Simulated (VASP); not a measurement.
Wanted: the native input for a VASP 6.6.1 run.

| Item | Value |
| --- | --- |
| Task | single point |
| Functional | PBEsol |
| Potentials or basis | VASP PAW PBE potentials, release 64 (Ti_sv, C) |
| Cutoff | 520 eV |
| k mesh | 13 × 13 × 13 |
| Occupations | fermi-dirac, width 0.1 eV |
| Spin | no spin polarisation |
| Dipole correction | no |
| Further INCAR settings | ALGO = Normal; EDIFF = 1e-07; NBANDS = 21 |

The structure of Ti2C lies in POSCAR:

```
Ti2C
1.0
    1.5406981800      0.8895225100      4.8137698500
   -1.5406981800      0.8895225100      4.8137698500
    0.0000000000     -1.7790450200      4.8137698500
Ti C
2 1
Direct
    0.2454978300      0.2454978300      0.2454978300
    0.7545021700      0.7545021700      0.7545021700
    0.5000000000      0.5000000000      0.5000000000
```

One way to write it, as run:

INCAR

```
ALGO = Normal ; EDIFF = 1E-7
ENCUT = 520 ; GGA = PS
ISIF = 2 ; ISMEAR = -1
LASPH = T ; LCHARG = F
LREAL = F ; LWAVE = F
NBANDS = 21 ; NELM = 100
PREC = Accurate ; SIGMA = 0.1
```

KPOINTS

```
k-points
0
Gamma
  13 13 13
```

Potentials or basis: VASP PAW PBE potentials, release 64 (Ti_sv, C).

Command:

```console
$ cat potpaw_PBE.64/Ti_sv/POTCAR potpaw_PBE.64/C/POTCAR > POTCAR
$ mpirun -np 1 vasp_std > vasp.out
```

Results of the run:

```yaml
Pressure: -4.3 GPa
Largest_force: 0.162 eV/Å
Band_gap_on_the_k_mesh: zero (bands 14 and 15 overlap by 0.97 eV)
```

Caveat: the cell stands under tension; the PAW data sets were made with another functional, which shifts forces and pressure a little.

Run time: 6 min on 1 thread of Intel(R) Xeon(R) Platinum 8488C (Sapphire Rapids), with other jobs on the host, peak memory 0.35 GiB.
